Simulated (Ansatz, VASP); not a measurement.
Given: the input of a run of VASP 6.6.1 on Y.

File INCAR:

```
SYSTEM = Y
PREC = Accurate
ENCUT = 520
EDIFF = 1E-6
ISMEAR = -1
SIGMA = 0.05
LREAL = .FALSE.
LASPH = .TRUE.
NELM = 60
ALGO = Fast
ISIF = 2
LWAVE = .FALSE.
LCHARG = .FALSE.
GGA = PS
NBANDS = 30
```

KPOINTS

```
regular mesh
0
G
  8 8 3
  0 0 0
```

File POSCAR:

```
Y
1.0
    3.5681856401      0.0000000000      0.0000000000
   -1.7840928201      3.0901394097      0.0000000000
    0.0000000000      0.0000000000     11.6023455607
Y
4
Direct
    0.6666666667      0.3333333333      0.7500000000
    0.0000000000      0.0000000000      0.5000000000
    0.3333333333      0.6666666667      0.2500000000
    0.0000000000      0.0000000000      0.0000000000
```

Potentials or basis: VASP PAW PBE potentials, release 64 (Y_sv).

Command:

```sh
$ cat potpaw_PBE.64/Y_sv/POTCAR > POTCAR
$ mpirun -np 1 vasp_std > vasp.out
```

Translate it to Ansatz 0.2.0. Potentials there: Ansatz PAW.

As run (the cutoff follows the program's own potentials):

input.yaml

```yaml
crystal:
  lattice:
    - [3.5681856401, 0.0, 0.0]
    - [-1.7840928201, 3.0901394097, 0.0]
    - [0.0, 0.0, 11.6023455607]
  atoms:
    - { symbol: "Y", position: [0.6666666667, 0.3333333333, 0.75] }
    - { symbol: "Y", position: [0.0, 0.0, 0.5] }
    - { symbol: "Y", position: [0.3333333333, 0.6666666667, 0.25] }
    - { symbol: "Y", position: [0.0, 0.0, 0.0] }
hamiltonian:
  xc: pbesol
  pseudopotentials: { kind: paw }
kpoints:
  mp_grid: { grid: [8, 8, 3] }
scf:
  occupations: { method: fermi_dirac, width: 0.05 }
output:
  forces: true
  stress: true
  eigenvalues: true
```

Potentials or basis: Ansatz PAW.

Run with:

```sh
$ ansatz run input.yaml --threads 2 --pin off --max-ram 5632MiB --backend cpu --events-out ev --progress --plain --runs-dir out
```

Both were run:

|  | VASP | Ansatz | Ansatz less VASP |
| --- | --- | --- | --- |
| gap on the k mesh at the Fermi level (eV) | none | none | - |
| pressure (GPa) | -1.5 | -1.4 | +0.11 |
| traceless stress, the component that is largest in VASP (GPa) | -0.34 | -0.34 | -0.004 |

VASP's potentials were made for PBE, not for PBEsol. A gap of «none» marks a metal or a gap that the smearing closes.
